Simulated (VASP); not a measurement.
# SiC (Moissanite) (P6_3mc) in VASP: notebook

SiC (Moissanite) is run at these levels: PBEsol; tasks: single point, relaxation of cell and atoms.

All numbers are computed with VASP 6.6.1; they aren't measurements. Logs are shortened: lines on timing, memory, paths and dates and some standing lists are left out, and cuts for length are marked.

### Step 1. The cell of the first run

The structure is hexagonal, space group P6_3mc (No. 186). Conventional cell: a = 3.076 Å, b = 3.076 Å, c = 5.048 Å, α = 90.00°, β = 90.00°, γ = 120.00°. Within 2.5 Å of Si (site symmetry 3m) lie 4 C at 1.88 to 1.90 Å. C (site symmetry 3m) has 4 Si at 1.88 to 1.90 Å within 2.5 Å.

### Step 2. Single point, PBEsol

Contents of INCAR:

```
SYSTEM = SiC
PREC = Accurate
ENCUT = 520
EDIFF = 1E-6
ISMEAR = 0
SIGMA = 0.02
LREAL = .False.
LASPH = .True.
NELM = 60
ALGO = Normal
ISIF = 2
LWAVE = .False.
LCHARG = .True.
GGA = PS
LELF = .True.
LVHAR = .True.
NBANDS = 16
```

Contents of KPOINTS:

```
regular mesh
0
Gamma
  12 12 6
  0 0 0
```

Contents of POSCAR:

```
SiC
1.0
    3.0759453791      0.0000000000      0.0000000000
   -1.5379726895      2.6638468389      0.0000000000
    0.0000000000      0.0000000000      5.0477477149
Si C
2 2
Direct
    0.3333333333      0.6666666667      0.0045912741
    0.6666666667      0.3333333333      0.5045912741
    0.3333333333      0.6666666667      0.3804087259
    0.6666666667      0.3333333333      0.8804087259
```

Potentials or basis: VASP PAW PBE potentials, release 64 (Si, C).

On the command line:

```
$ cat potpaw_PBE.64/Si/POTCAR potpaw_PBE.64/C/POTCAR > POTCAR
$ mpirun -np 1 vasp_std > vasp.out
```

OUTCAR:

```text
SYSTEM = SiC
   PREC = Accurate
   ENCUT = 520
   EDIFF = 1E-6
   ISMEAR = 0
   LREAL = .False.
   LASPH = .True.
   NELM = 60
   ISIF = 2
   GGA = PS

 ion  position               nearest neighbor table
   1  0.333  0.667  0.005-   4 1.88   4 1.88   4 1.88   3 1.90   2 3.09   2 3.09   2 3.09   2 3.09
                             2 3.09   2 3.09
   2  0.667  0.333  0.505-   3 1.88   3 1.88   3 1.88   4 1.90   1 3.09   1 3.09   1 3.09   1 3.09
                             1 3.09   1 3.09
   3  0.333  0.667  0.380-   2 1.88   2 1.88   2 1.88   1 1.90
   4  0.667  0.333  0.880-   1 1.88   1 1.88   1 1.88   2 1.90

  LATTYP: Found a hexagonal cell.
 ALAT       =     3.0759453791
 C/A-ratio  =     1.6410394506

  Lattice vectors:

 A1 = (   3.0759453791,   0.0000000000,   0.0000000000)
 A2 = (  -1.5379726895,   2.6638468389,   0.0000000000)
 A3 = (   0.0000000000,   0.0000000000,   5.0477477149)

Analysis of symmetry for initial positions (statically):
=====================================================================
 Subroutine PRICEL returns:
 Original cell was already a primitive cell.

 Routine SETGRP: Setting up the symmetry group for a
 hexagonal supercell.

 Subroutine GETGRP returns: Found 12 space group operations
 (whereof  6 operations were pure point group operations)
 out of a pool of 24 trial point group operations.

The static configuration has the point symmetry C_3v.
 The point group associated with its full space group is C_6v.

Analysis of symmetry for dynamics (positions and initial velocities):
=====================================================================
 Subroutine PRICEL returns:
 Original cell was already a primitive cell.

 Routine SETGRP: Setting up the symmetry group for a
 hexagonal supercell.

 Subroutine GETGRP returns: Found 12 space group operations
 (whereof  6 operations were pure point group operations)
 out of a pool of 24 trial point group operations.

The dynamic configuration has the point symmetry C_3v.
 The point group associated with its full space group is C_6v.

 Subroutine INISYM returns: Found 12 space group operations
 (whereof  6 operations are pure point group operations),
 and found     1 'primitive' translations

----------------------------------------------------------------------------------------

                                     Primitive cell

  volume of cell :      41.3605

  direct lattice vectors                    reciprocal lattice vectors
     3.075945379  0.000000000  0.000000000     0.325103302  0.187698479  0.000000000
[... 88 lines left out ...]
   ENCUT  =  520.0 eV  38.22 Ry    6.18 a.u.   5.72  5.72  9.39*2*pi/ulx,y,z
   NELM   =     60;   NELMIN=  2; NELMDL= -5     # of ELM steps
   EDIFF  = 0.1E-05   stopping-criterion for ELM
   LREAL  =      F    real-space projection
[... 7 lines left out ...]
   TEBEG  =    0.0;   TEEND  =   0.0 temperature during run
   PSTRESS=    0.0 pullay stress
   NELECT =      16.0000    total number of electrons
   NUPDOWN=      -1.0000    fix difference up-down
   EMIN   =  10.00;   EMAX   =-10.00  energy-range for DOS
   EFERMI =   0.00;   METHOD = LEGACY
   ISMEAR =     0;   SIGMA  =   0.02  broadening in eV -4-tet -1-fermi 0-gaus
   EFERMI_NEDOS =   21; number of points for ismear=-14 and -15
   IALGO  =     38    algorithm
   IMIX   =      4    mixing-type and parameters
     AMIX     =   0.40;   BMIX     =  1.00
     AMIX_MAG =   1.60;   BMIX_MAG =  1.00
  volume/ion in A,a.u.               =      10.34        69.78
  Fermi-wavevector in a.u.,A,eV,Ry     =   1.192851  2.254162 19.359652  1.422894
  Thomas-Fermi vector in A             =   2.328880
   LORBIT       =      0    0 simple, 1 ext, 2 COOP (PROOUT), +10 PAW based schemes
   GGA     = PS    functional components
   LHFCALC =     F    Hartree Fock is set to
   AEXX    =    0.0000 exact exchange contribution
   IVDW    =     0    specifies the selected vdW correction
   LEPSILON=     F    determine dielectric tensor
   LRPA    =     F    only Hartree local field effects (RPA)
 non-spin polarized calculation
 Gauss-broadening in eV      SIGMA  =   0.02
  energy-cutoff  :      520.00
  volume of cell :       41.36
 maximum number of plane-waves:      1132
 NGX is ok and might be reduce to    24
   NGX = 11   NGY = 11   NGZ = 19

 number of electron      15.9999999 magnetization

 Free energy of the ion-electron system (eV)
  ---------------------------------------------------
  ext. energy  EPLUGINS =         0.00000000
  ---------------------------------------------------
  free energy    TOTEN  =       -31.82220074 eV

  energy without entropy =      -31.82220074  energy(sigma->0) =      -31.82220074

 E-fermi :   8.3671     XC(G=0): -11.4997

 val. band max:        8.2097619683   @ k =   0.0000   0.0000   0.0000
 cond. band min:      10.3232481918   @ k =   0.3333   0.3333   0.0000
 fundamental gap:      2.1134862235
 Fermi energy:         8.3671080085

 k-point     1 :       0.0000    0.0000    0.0000
  band No.  band energies     occupation
      1      -7.3810      2.00000
      2      -3.7761      2.00000
      3      -0.5537      2.00000
      4       6.8873      2.00000
      5       6.8873      2.00000
      6       8.0969      2.00000
[... 433 lines left out ...]
      3       0.8526      2.00000
      4       2.5127      2.00000
      5       3.4152      2.00000
      6       5.3398      2.00000
[... 8 lines left out ...]
     15      19.4440      0.00000
     16      20.1918      0.00000

 [... further k-points ...]

------------------------ aborting loop because EDIFF is reached ----------------------------------------

  FORCE on cell =-STRESS in cart. coord.  units (eV):
  Direction    XX          YY          ZZ          XY          YZ          ZX
  --------------------------------------------------------------------------------------
  -------------------------------------------------------------------------------------
  Total        0.0899433      0.0899433      0.0901424      0.0000000      0.0000000      0.0000000
  in kB        3.4841249      3.4841249      3.4918407      0.0000000      0.0000000      0.0000000
  external PRESSURE =       3.4866968 kB  Pullay stress =       0.0000000 kB

 VOLUME and BASIS-vectors are now :
 -----------------------------------------------------------------------------
  energy-cutoff  :      520.00
  volume of cell :       41.36
      direct lattice vectors                 reciprocal lattice vectors
     3.075945379  0.000000000  0.000000000     0.325103302  0.187698479  0.000000000
    -1.537972690  2.663846839  0.000000000     0.000000000  0.375396958  0.000000000
     0.000000000  0.000000000  5.047747715     0.000000000  0.000000000  0.198108158

 POSITION                                       TOTAL-FORCE (eV/Angst)
 -----------------------------------------------------------------------------------
     -0.00000      1.77590      0.02318         0.000000     -0.000000      0.000922
      1.53797      0.88795      2.54705         0.000000      0.000000      0.000922
     -0.00000      1.77590      1.92021        -0.000000      0.000000     -0.000922
      1.53797      0.88795      4.44408         0.000000      0.000000     -0.000922
 -----------------------------------------------------------------------------------
    total drift:                               -0.000000     -0.000000     -0.000146

  FREE ENERGIE OF THE ION-ELECTRON SYSTEM (eV)
  ---------------------------------------------------
  free  energy   TOTEN  =       -31.8222007445 eV

  energy  without entropy=      -31.8222007445  energy(sigma->0) =      -31.82220074
```

OSZICAR:

```text
N       E                     dE             d eps       ncg     rms          rms(c)
DAV:   1     0.243973100698E+02    0.24397E+02   -0.71411E+03  2432   0.898E+02
DAV:   2    -0.328419464827E+02   -0.57239E+02   -0.51604E+02  3448   0.156E+02
DAV:   3    -0.354138303259E+02   -0.25719E+01   -0.25594E+01  3216   0.303E+01
DAV:   4    -0.354326048100E+02   -0.18774E-01   -0.18771E-01  2896   0.321E+00
DAV:   5    -0.354327841729E+02   -0.17936E-03   -0.17936E-03  3184   0.294E-01    0.124E+01
DAV:   6    -0.319564893170E+02    0.34763E+01   -0.59871E+00  3088   0.150E+01    0.569E+00
DAV:   7    -0.318542931418E+02    0.10220E+00   -0.10516E+00  3448   0.596E+00    0.241E+00
DAV:   8    -0.318255686098E+02    0.28725E-01   -0.54407E-02  2848   0.142E+00    0.588E-01
DAV:   9    -0.318220482493E+02    0.35204E-02   -0.69121E-03  3112   0.559E-01    0.112E-01
DAV:  10    -0.318221944561E+02   -0.14621E-03   -0.69149E-04  2928   0.155E-01    0.527E-02
DAV:  11    -0.318222005277E+02   -0.60716E-05   -0.37524E-05  3152   0.448E-02    0.112E-02
DAV:  12    -0.318222007445E+02   -0.21680E-06   -0.35747E-06  2952   0.120E-02
   1 F= -.31822201E+02 E0= -.31822201E+02  d E =-.343938E-31
```

stdout:

```text
POSCAR found type information on POSCAR SiC
 POSCAR found :  2 types and       4 ions
 scaLAPACK will be used
 -----------------------------------------------------------------------------
|                                                                             |
|                                                                             |
|     You enforced a specific xc type in the INCAR file but a different       |
|     I HOPE YOU KNOW WHAT YOU ARE DOING!                                     |
|                                                                             |
 -----------------------------------------------------------------------------

 LDA part: xc-table for (Slater+PW92), standard interpolation
 POSCAR, INCAR and KPOINTS ok, starting setup
 FFT: planning ... GRIDC
 FFT: planning ... GRID_SOFT
 FFT: planning ... GRID
 WAVECAR not read
 entering main loop
```

It took 21 s on 1 thread of Intel Xeon Platinum 8488C (Sapphire Rapids), shared host; peak memory 0.17 GiB.

Results:

```
Free energy            : -31.8222 eV
Pressure               : 0.3 GPa
Band gap on the k mesh : 2.11 eV, indirect (least direct gap 3.85 eV)
```

Caveat: the PAW data sets were made with another functional, which shifts forces and pressure a little. A hybrid or GW would open this gap; PBEsol tends to underestimate it.

### Step 3. Relaxation of cell and atoms, PBEsol

This run uses another cell than the first one, of 10.50 Å³/atom, 1.016 times its volume.

Contents of INCAR:

```
PREC = Accurate
ENCUT = 600
EDIFF = 1E-6
ISMEAR = 0
SIGMA = 0.02
LREAL = False
LASPH = True
NELM = 80
ALGO = Normal
ISIF = 3
LWAVE = False
LCHARG = False
GGA = PS
IBRION = 2
NSW = 70
EDIFFG = -0.005
```

Contents of KPOINTS:

```
Automatic mesh
0
Gamma
  12 12 6
```

Contents of POSCAR:

```
SiC
1.0
    3.0919867177      0.0000000000      0.0000000000
   -1.5459933588      2.6777390457      0.0000000000
    0.0000000000      0.0000000000      5.0737648095
Si C
2 2
Direct
    0.3333333333      0.6666666667      0.0045636685
    0.6666666667      0.3333333333      0.5045636685
    0.3333333333      0.6666666667      0.3804363315
    0.6666666667      0.3333333333      0.8804363315
```

Potentials or basis: VASP PAW PBE potentials, release 64 (Si, C).

On the command line:

```
$ cat potpaw_PBE.64/Si/POTCAR potpaw_PBE.64/C/POTCAR > POTCAR
$ mpirun -np 1 vasp_std > vasp.out
```

Wall time 53 s (1 thread of Intel Xeon Platinum 8488C (Sapphire Rapids), shared host); peak memory 0.2 GiB.

It converged, with:

```yaml
Free_energy: -31.8251 eV
Relaxed_volume: 10.35 Å³/atom
Relaxed_cell: a = 3.077 Å, b = 3.077 Å, c = 5.050 Å, α = 90.00°, β = 90.00°, γ = 120.00°
Space_group_after_relaxing_to_0.05_Å: P6_3mc (No. 186)
Energy_gained_by_relaxing: 1.5 meV/atom
Ionic_steps: 3
Pressure_after_relaxing: 0.0 GPa
Largest_force_after_relaxing: 0.004 eV/Å
Band_gap_on_the_k_mesh: 2.12 eV, indirect (least direct gap 3.85 eV)
```

Forces on the atoms (eV/Å):
```
Si   0.000  0.000  0.004
Si   0.000  0.000  0.004
C    0.000  0.000 -0.004
C    0.000  0.000 -0.004
```

Step by step:
```csv
step,energy change (eV),largest force (eV/Å),pressure (GPa),volume (Å³)
1,0.0000,0.0023,-3.14,42.01
2,0.0007,0.0066,3.52,40.77
3,-0.0061,0.0043,0.00,41.40
```

Final structure:
```
Si C
1.0
     3.07686    0.00000    0.00000
    -1.53843    2.66464    0.00000
     0.00000    0.00000    5.04956
Si C
2 2
Direct
  0.33333 0.66667 0.00457
  0.66667 0.33333 0.50457
  0.33333 0.66667 0.38043
  0.66667 0.33333 0.88043
```

Levels at points of the mesh, in eV from the valence-band top:
```tsv
k point	band 4	band 5	band 6	band 7	band 8	band 9	band 10	band 11	band 12
(0.00, 0.00, 0.00)	-1.32	-1.32	-0.11	0.00	0.00	4.73	6.14	6.59	6.59
(0.50, 0.00, 0.00)	-6.31	-5.47	-3.34	-3.34	-1.20	2.65	4.12	6.79	7.04
(0.00, 0.00, 0.50)	-4.46	-0.71	-0.71	-0.71	-0.71	5.82	5.82	7.27	7.27
(0.50, 0.00, 0.50)	-8.31	-2.46	-2.46	-2.34	-2.34	3.17	3.17	5.16	5.16
```

Caveat: the PAW data sets were made with another functional, which shifts forces and pressure a little. A k mesh can miss the band edges.
